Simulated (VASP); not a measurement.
# AlFe (Pm-3m) in VASP: a series of runs, part 2 of 3

VASP 6.6.1. The steps go on from the part before.

### 3 Single point, PBEsol, collinear spin, ferromagnetic start

This run uses another cell than the first one, of 11.51 Å³/atom.

The input, INCAR:

```
PREC     = Accurate       # precision mode
ENCUT    = 520            # plane-wave cutoff, eV
EDIFF    = 1E-6           # SCF threshold, eV
ISMEAR   = 0              # smearing method
SIGMA    = 0.1            # smearing width, eV
LREAL    = F              # projectors in reciprocal space
LASPH    = T              # aspherical terms in the spheres
NELM     = 150            # most SCF steps
ALGO     = Normal         # electronic algorithm
ISIF     = 2              # what is computed and relaxed
LWAVE    = F              # write WAVECAR
LCHARG   = T              # write CHGCAR
ISPIN    = 2              # spin polarisation
MAGMOM   = 0 0.81         # initial moments
LORBIT   = 11             # projections on sites
LMAXMIX  = 4              # l up to which the mixer works
GGA      = PS             # functional
LELF     = T              # ELF
LVHAR    = T            
NBANDS   = 16             # bands
```

The input, KPOINTS:

```
regular mesh
0
Gamma
  14 14 14
```

The input, POSCAR:

```
AlFe
1.0
    2.8446876452      0.0000000000      0.0000000000
    0.0000000000      2.8446876452      0.0000000000
    0.0000000000      0.0000000000      2.8446876452
Al Fe
1 1
Direct
    0.0000000000      0.0000000000      0.0000000000
    0.5000000000      0.5000000000      0.5000000000
```

Potentials or basis: VASP PAW PBE potentials, release 64 (Al, Fe).

Run with:

```bash
cat potpaw_PBE.64/Al/POTCAR potpaw_PBE.64/Fe/POTCAR > POTCAR
mpirun -np 1 vasp_std > vasp.out
```

OUTCAR:

```text
PREC = Accurate
   ENCUT = 520
   EDIFF = 1E-6
   ISMEAR = 0
   LREAL = F
   LASPH = T
   NELM = 150
   ISIF = 2
   ISPIN = 2
   LORBIT = 11
   GGA = PS

 ion  position               nearest neighbor table
   1  0.000  0.000  0.000-   2 2.46   2 2.46   2 2.46   2 2.46   2 2.46   2 2.46   2 2.46   2 2.46

   2  0.500  0.500  0.500-   1 2.46   1 2.46   1 2.46   1 2.46   1 2.46   1 2.46   1 2.46   1 2.46

  LATTYP: Found a simple cubic cell.
 ALAT       =     2.8446876452

  Lattice vectors:

 A1 = (   2.8446876452,   0.0000000000,   0.0000000000)
 A2 = (   0.0000000000,   2.8446876452,   0.0000000000)
 A3 = (   0.0000000000,   0.0000000000,   2.8446876452)

Analysis of symmetry for initial positions (statically):
=====================================================================
 Subroutine PRICEL returns:
 Original cell was already a primitive cell.

 Routine SETGRP: Setting up the symmetry group for a
 simple cubic supercell.

 Subroutine GETGRP returns: Found 48 space group operations
 (whereof 48 operations were pure point group operations)
 out of a pool of 48 trial point group operations.

The static configuration has the point symmetry O_h .

Analysis of symmetry for dynamics (positions and initial velocities):
=====================================================================
 Subroutine PRICEL returns:
 Original cell was already a primitive cell.

 Routine SETGRP: Setting up the symmetry group for a
 simple cubic supercell.

 Subroutine GETGRP returns: Found 48 space group operations
 (whereof 48 operations were pure point group operations)
 out of a pool of 48 trial point group operations.

The dynamic configuration has the point symmetry O_h .

Analysis of structural, dynamic, and magnetic symmetry:
=====================================================================
 Subroutine PRICEL returns:
 Original cell was already a primitive cell.

 Routine SETGRP: Setting up the symmetry group for a
 simple cubic supercell.

 Subroutine GETGRP returns: Found 48 space group operations
 (whereof 48 operations were pure point group operations)
 out of a pool of 48 trial point group operations.

The overall configuration has the point symmetry O_h .

 Subroutine INISYM returns: Found 48 space group operations
 (whereof 48 operations are pure point group operations),
 and found     1 'primitive' translations

----------------------------------------------------------------------------------------

                                     Primitive cell

  volume of cell :      23.0199

  direct lattice vectors                    reciprocal lattice vectors
     2.844687645  0.000000000  0.000000000     0.351532444  0.000000000  0.000000000
     0.000000000  2.844687645  0.000000000     0.000000000  0.351532444  0.000000000
     0.000000000  0.000000000  2.844687645     0.000000000  0.000000000  0.351532444

  length of vectors
     2.844687645  2.844687645  2.844687645     0.351532444  0.351532444  0.351532444

  position of ions in fractional coordinates (direct lattice)
     0.000000000  0.000000000  0.000000000
     0.500000000  0.500000000  0.500000000

  ion indices of the primitive-cell ions
   primitive index   ion index
[... 68 lines left out ...]
   ISPIN  =      2    spin polarized calculation?
   LNONCOLLINEAR =      F non collinear calculations
   LSORBIT =      F    spin-orbit coupling
   LASPH  =      T    aspherical Exc in radial PAW
   ENCUT  =  520.0 eV  38.22 Ry    6.18 a.u.   5.29  5.29  5.29*2*pi/ulx,y,z
   NELM   =    150;   NELMIN=  2; NELMDL= -5     # of ELM steps
   EDIFF  = 0.1E-05   stopping-criterion for ELM
   LREAL  =      F    real-space projection
   EDIFFG = 0.1E-04   stopping-criterion for IOM
   NSW    =      0    number of steps for IOM
   IBRION =     -1    ionic relax: 0-MD 1-quasi-New 2-CG
   NFREE  =      0    steps in history (QN), initial steepest desc. (CG)
   ISIF   =      2    stress and relaxation
   ISYM   =      2    0-nonsym 1-usesym 2-fastsym
   POTIM  = 0.5000    time-step for ionic-motion
   TEBEG  =    0.0;   TEEND  =   0.0 temperature during run
   PSTRESS=    0.0 pullay stress
   NELECT =      11.0000    total number of electrons
   NUPDOWN=      -1.0000    fix difference up-down
   EMIN   =  10.00;   EMAX   =-10.00  energy-range for DOS
   EFERMI =   0.00;   METHOD = LEGACY
   ISMEAR =     0;   SIGMA  =   0.10  broadening in eV -4-tet -1-fermi 0-gaus
   EFERMI_NEDOS =   21; number of points for ismear=-14 and -15
   IALGO  =     38    algorithm
   IMIX   =      4    mixing-type and parameters
     AMIX     =   0.40;   BMIX     =  1.00
     AMIX_MAG =   1.60;   BMIX_MAG =  1.00
  volume/ion in A,a.u.               =      11.51        77.67
  Fermi-wavevector in a.u.,A,eV,Ry     =   1.279886  2.418633 22.287799  1.638107
  Thomas-Fermi vector in A             =   2.412345
   LORBIT       =     11    0 simple, 1 ext, 2 COOP (PROOUT), +10 PAW based schemes
   GGA     = PS    functional components
   LHFCALC =     F    Hartree Fock is set to
   AEXX    =    0.0000 exact exchange contribution
   IVDW    =     0    specifies the selected vdW correction
   LEPSILON=     F    determine dielectric tensor
   LRPA    =     F    only Hartree local field effects (RPA)
 spin polarized calculation
 Gauss-broadening in eV      SIGMA  =   0.10
  energy-cutoff  :      520.00
  volume of cell :       23.02
 maximum number of plane-waves:       639
 NGX is ok and might be reduce to    24
   NGX = 11   NGY = 11   NGZ = 11

 number of electron      11.0000003 magnetization       0.6546832

 Free energy of the ion-electron system (eV)
  ---------------------------------------------------
  ext. energy  EPLUGINS =         0.00000000
  ---------------------------------------------------
  free energy    TOTEN  =       -13.73586668 eV

  energy without entropy =      -13.72540008  energy(sigma->0) =      -13.73063338

 E-fermi :   8.2089     XC(G=0): -12.4082

 val. band max:        8.2051775267   @ k =   0.5000   0.2857   0.1429
 cond. band min:       8.2184449220   @ k =   0.4286   0.3571   0.3571
 fundamental gap:      0.0132673953
 Fermi energy:         8.2089153173

 spin component 1

 k-point     1 :       0.0000    0.0000    0.0000
  band No.  band energies     occupation
      1      -2.3659      1.00000
      2       5.5911      1.00000
      3       5.5911      1.00000
      4       7.9049      0.99999
      5       7.9049      0.99999
      6       7.9049      0.99999
[... 435 lines left out ...]
      5       7.1523      1.00000
      6       7.6283      1.00000
[... 8 lines left out ...]
     15      27.1540      0.00000
     16      30.1525      0.00000

 [... further k-points ...]

 spin component 2

 k-point     1 :       0.0000    0.0000    0.0000
  band No.  band energies     occupation
      1      -2.3430      1.00000
      2       5.9434      1.00000
      3       5.9434      1.00000
      4       8.6617      0.00000
      5       8.6617      0.00000
      6       8.6617      0.00000
[... 435 lines left out ...]
      5       7.8319      1.00000
      6       8.3568      0.01823
[... 8 lines left out ...]
     15      27.2058      0.00000
     16      30.1596      0.00000

 [... further k-points ...]

------------------------ aborting loop because EDIFF is reached ----------------------------------------

  FORCE on cell =-STRESS in cart. coord.  units (eV):
  Direction    XX          YY          ZZ          XY          YZ          ZX
  --------------------------------------------------------------------------------------
  -------------------------------------------------------------------------------------
  Total        0.0363029      0.0363029      0.0363029      0.0000000     -0.0000000      0.0000000
  in kB        2.5266707      2.5266707      2.5266707      0.0000000     -0.0000000      0.0000000
  external PRESSURE =       2.5266707 kB  Pullay stress =       0.0000000 kB

 VOLUME and BASIS-vectors are now :
 -----------------------------------------------------------------------------
  energy-cutoff  :      520.00
  volume of cell :       23.02
      direct lattice vectors                 reciprocal lattice vectors
     2.844687645  0.000000000  0.000000000     0.351532444  0.000000000  0.000000000
     0.000000000  2.844687645  0.000000000     0.000000000  0.351532444  0.000000000
     0.000000000  0.000000000  2.844687645     0.000000000  0.000000000  0.351532444

 POSITION                                       TOTAL-FORCE (eV/Angst)
 -----------------------------------------------------------------------------------
      0.00000      0.00000      0.00000         0.000000      0.000000      0.000000
      1.42234      1.42234      1.42234         0.000000      0.000000      0.000000
 -----------------------------------------------------------------------------------
    total drift:                                0.000000     -0.000000     -0.000000

  FREE ENERGIE OF THE ION-ELECTRON SYSTEM (eV)
  ---------------------------------------------------
  free  energy   TOTEN  =       -13.7358666819 eV

  energy  without entropy=      -13.7254000784  energy(sigma->0) =      -13.73063338

 total charge

# of ion       s       p       d       tot
------------------------------------------
    1        0.403   0.450   0.000   0.853
    2        0.447   0.528   6.520   7.495
--------------------------------------------------
tot          0.850   0.978   6.520   8.349

 magnetization (x)

# of ion       s       p       d       tot
------------------------------------------
    1       -0.007  -0.014   0.000  -0.021
    2       -0.001   0.007   0.681   0.687
--------------------------------------------------
tot         -0.008  -0.007   0.681   0.666
```

Wall time 77 s (1 thread of Intel Xeon 8259CL, shared host); peak memory 0.2 GiB.

What came out:

* Free energy: -13.7359 eV
* Pressure: 0.3 GPa
* Net moment: 0.65 μB per cell
* Site moments: Al -0.02; Fe +0.69 μB
* Valence electrons inside the program's atomic spheres: Al 0.85; Fe 7.50

Caveat: the PAW data sets were made with another functional, which shifts forces and pressure a little.

(Part 2 of 3 ends here.)
